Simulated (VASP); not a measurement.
A run of VASP 6.6.1:

The input INCAR:

```
SYSTEM = Os
PREC = Accurate ; ENCUT = 520
EDIFF = 1E-6 ; ISMEAR = -1
SIGMA = 0.05 ; LREAL = .FALSE.
LASPH = .TRUE. ; NELM = 150
ALGO = Fast ; ISIF = 2
LWAVE = .FALSE. ; LCHARG = .FALSE.
LNONCOLLINEAR = .TRUE. ; MAGMOM = 0 0 0 0 0 0
LORBIT = 11 ; LSORBIT = .TRUE.
GGA_COMPAT = .FALSE. ; LORBMOM = .TRUE.
LMAXMIX = 4 ; GGA = PS
NBANDS = 28
```

KPOINTS

```
Automatic mesh
0
G
  11 11 6
  0 0 0
```

Contents of POSCAR:

```
Os
1.0
    2.7341000000      0.0000000000      0.0000000000
   -1.3670500000      2.3678000565      0.0000000000
    0.0000000000      0.0000000000      4.3197000000
Os
2
Direct
    0.6666666667      0.3333333333      0.7500000000
    0.3333333333      0.6666666667      0.2500000000
```

Potentials or basis: VASP PAW PBE potentials, release 64 (Os).

Run with:

```sh
$ cat potpaw_PBE.64/Os/POTCAR > POTCAR
$ mpirun -np 1 vasp_ncl > vasp.out
```

Hardware: 1 thread of Intel(R) Xeon(R) Platinum 8375C CPU @ 2.90GHz (Ice Lake), on a shared host.

**Question.** How long does it take, and how much memory?

**Answer.** It took 110 s on 1 thread of Intel(R) Xeon(R) Platinum 8375C CPU @ 2.90GHz (Ice Lake) (shared host), peak memory 0.23 GiB. Counts: scf iterations 19, k points 64.
